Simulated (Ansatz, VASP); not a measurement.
# Two plane-wave programs on SrCl2

Contents of POSCAR:

```
SrCl2
1.0
    0.0000000000      3.4977180853      3.4977180853
    3.4977180853      0.0000000000      3.4977180853
    3.4977180853      3.4977180853      0.0000000000
Sr Cl
1 2
Direct
    0.0000000000      0.0000000000      0.0000000000
    0.2500000000      0.2500000000      0.2500000000
    0.7500000000      0.7500000000      0.7500000000
```

File INCAR.step1:

```
SYSTEM = SrCl2
PREC = Accurate
ENCUT = 520
EDIFF = 1E-5
ISMEAR = 0
SIGMA = 0.01
LREAL = .FALSE.
LASPH = .TRUE.
NELM = 80
ALGO = Normal
ISIF = 2
LWAVE = .TRUE.
LCHARG = .FALSE.
NBANDS = 19
GGA = PE
```

The input INCAR.step2:

```
SYSTEM = SrCl2
PREC = Accurate
ENCUT = 520
EDIFF = 1E-6
ISMEAR = 0
SIGMA = 0.01
LREAL = .FALSE.
LASPH = .TRUE.
NELM = 80
ALGO = Normal
ISIF = 2
LWAVE = .FALSE.
LCHARG = .FALSE.
GGA = PE
LHFCALC = .TRUE.
AEXX = 0.15
HFSCREEN = 0.5
PRECFOCK = Normal
NBANDS = 19
ISTART = 1
```

Contents of KPOINTS:

```
regular mesh
0
G
  4 4 4
  0 0 0
```

Input for Ansatz:

```yaml
crystal:
  lattice:
    - [0.0, 3.4977180853, 3.4977180853]
    - [3.4977180853, 0.0, 3.4977180853]
    - [3.4977180853, 3.4977180853, 0.0]
  atoms:
    - { symbol: Sr, position: [0.0, 0.0, 0.0] }
    - { symbol: Cl, position: [0.25, 0.25, 0.25] }
    - { symbol: Cl, position: [0.75, 0.75, 0.75] }
kpoints:
  mp_grid: { grid: [4, 4, 4] }
hamiltonian:
  xc: { exchange: pbe, correlation: pbe, exx: { coeff: 0.15, omega: 0.5 } }
scf:
  occupations: { method: fixed }
  n_extra_bands: 4
output:
  forces: true
  stress: true
  eigenvalues: true
```

Alike in both runs: task single point; functional PBE-based screened hybrid with a share of 0.15 of exact exchange and HFSCREEN = 0.5; k mesh 4 × 4 × 4; no spin polarisation.

|  | VASP | Ansatz |
| --- | --- | --- |
| version | VASP 6.6.1 | Ansatz 0.2.0 |
| potentials or method | VASP PAW PBE potentials, release 64 (Sr_sv, Cl) | plane waves |
| plane-wave cutoff (eV) | 520 | 420 |
| occupations | gaussian, width 0.01 eV | fixed |
| valence electrons in the cell | 24 | 24 |

Ansatz gave:

```
gap on the k mesh at the Fermi level (eV) : 5.72
pressure (GPa)                            : 0.4
```

Problem. Which values does VASP return?

Solution. gap on the k mesh at the Fermi level (eV): 5.71; pressure (GPa): 0.5.

VASP's potentials were made for PBE, not for PBE-based screened hybrid. Ansatz's warnings: stress exchange threshold loose, stress scf threshold loose.
